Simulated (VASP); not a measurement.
## Ru: single point with r2SCAN

Crystal: Ru.

```
Ru
1.0
     2.72726    0.00000    0.00000
    -1.36363    2.36188    0.00000
     0.00000    0.00000    8.75360
Ru
4
Direct
  0.00000 0.00000 0.00000
  0.00000 0.00000 0.50000
  0.33333 0.66667 0.25000
  0.66667 0.33333 0.75000
```

This cell differs from its parent crystal: volume scaled by 1.04.

```json
{"Program": "VASP 6.6.1", "Task": "single point", "Functional": "r2SCAN", "Potentials or basis": "VASP PAW PBE potentials, release 64 (Ru_pv)", "Cutoff": "520 eV", "k mesh": "15 × 15 × 4", "Occupations": "fermi-dirac, width 0.1 eV", "Spin": "no spin polarisation", "Dipole correction": "no", "Further INCAR settings": "ALGO = Normal; EDIFF = 1e-06; NBANDS = 36"}
```

```
Pressure               : -10.7 GPa
Band gap on the k mesh : zero (band 28 reaches 13.55 eV, above the bottom of band 29 at 10.81 eV)
```

Stress tensor (GPa, compression positive):
```
-11.01   0.00   0.00
  0.00 -11.01   0.00
  0.00   0.00 -10.20
```

Levels at points of the mesh, in eV from the Fermi level:
```csv
k point,band 25,band 26,band 27,band 28,band 29,band 30,band 31,band 32
"(0.00, 0.00, 0.00)",-2.20,-2.10,-2.10,-0.81,-0.81,-0.10,-0.10,0.56
"(0.00, 0.00, 0.50)",-2.39,-2.39,-0.66,-0.66,-0.40,-0.40,-0.40,-0.40
```

Wall time 4 min on 1 thread of Intel(R) Xeon(R) 6975P-C (Granite Rapids), with other jobs on the host, peak memory 0.25 GiB.

Caveat: the PAW data sets were made with another functional, which shifts forces and pressure a little.
